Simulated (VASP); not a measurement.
**Be: single point with PBE**

Be:

```xyz
2
Lattice="2.3678 0.0000 0.0000 -1.1839 2.0506 0.0000 0.0000 0.0000 3.6538" Properties=species:S:1:pos:R:3 pbc="T T T"
Be    0.0000    1.3670    0.9135
Be    1.1839    0.6835    2.7404
```

This cell differs from its parent crystal: strained.

```
Program             : VASP 6.6.1
Task                : single point
Functional          : PBE
Potentials or basis : VASP PAW PBE potentials, release 64 (Be)
Cutoff              : 520 eV
k mesh              : 21 × 21 × 12
Occupations         : gaussian, width 0.1 eV
Spin                : no spin polarisation
```

```yaml
Pressure: -11.4 GPa
Band_gap_on_the_k_mesh: zero (band 2 reaches 7.06 eV, above the bottom of band 3 at 5.01 eV)
```

Stress tensor (GPa, compression positive):
```
-12.64   0.00   0.00
  0.00 -12.64   0.00
  0.00   0.00  -8.80
```

Levels at points of the mesh, in eV from the Fermi level:
```tsv
k point	band 1	band 2	band 3	band 4	band 5
(0.00, 0.00, 0.00)	-10.70	-3.85	1.11	14.26	14.26
(0.00, 0.00, 0.50)	-8.58	-8.58	10.38	10.38	15.83
```

Run time: 23 s on 1 thread of Intel(R) Xeon(R) Platinum 8488C (Sapphire Rapids) (shared host), peak memory 0.15 GiB.

Caveat: the cell differs from its parent crystal (strained).
